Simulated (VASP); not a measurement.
**Au: single point with r2SCAN**

The system is Au.

```
Au
1.0
    -1.65727    1.65727    1.68213
     1.65727   -1.65727    1.68213
     1.65727    1.65727   -1.68213
Au
1
Direct
  0.00000 0.00000 0.00000
```

This cell differs from its parent crystal: strain +0.000 along x and y, +0.015 along z.

```yaml
Program: VASP 6.6.1
Task: single point
Functional: r2SCAN
Potentials_or_basis: VASP PAW PBE potentials, release 64 (Au)
Cutoff: 520 eV
k_mesh: 20 × 20 × 20
Occupations: gaussian, width 0.15 eV
Spin: no spin polarisation
Dipole_correction: no
Further_INCAR_settings: ALGO = Normal; EDIFF = 1e-06; NBANDS = 12
```

```
Pressure : -6.3 GPa
```

Levels at points of the mesh, in eV from the Fermi level:
```csv
k point,band 2,band 3,band 4,band 5,band 6,band 7,band 8,band 9,band 10,band 11
"(0.00, 0.00, 0.00)",-4.82,-4.82,-4.73,-3.11,-3.01,17.12,17.38,17.38,23.38,23.83
"(0.50, 0.00, 0.00)",-5.73,-3.24,-2.91,-1.67,-0.22,3.10,13.01,13.95,21.64,22.03
"(0.50, 0.50, 0.00)",-5.82,-3.12,-2.87,-1.65,-0.14,3.22,12.79,13.61,21.20,21.81
"(0.50, 0.50, 0.50)",-6.49,-2.02,-1.99,-1.99,6.20,6.62,6.62,9.06,15.63,15.92
```

Wall time 4.2 min on 1 thread of Intel Xeon 6975P-C, with other jobs on the host, peak memory 0.27 GiB.

Caveat: the cell differs from its parent crystal (strain +0.000 along x and y, +0.015 along z); the PAW data sets were made with another functional, which shifts forces and pressure a little; spin-orbit coupling is left out, which moves the levels of the heavy elements.
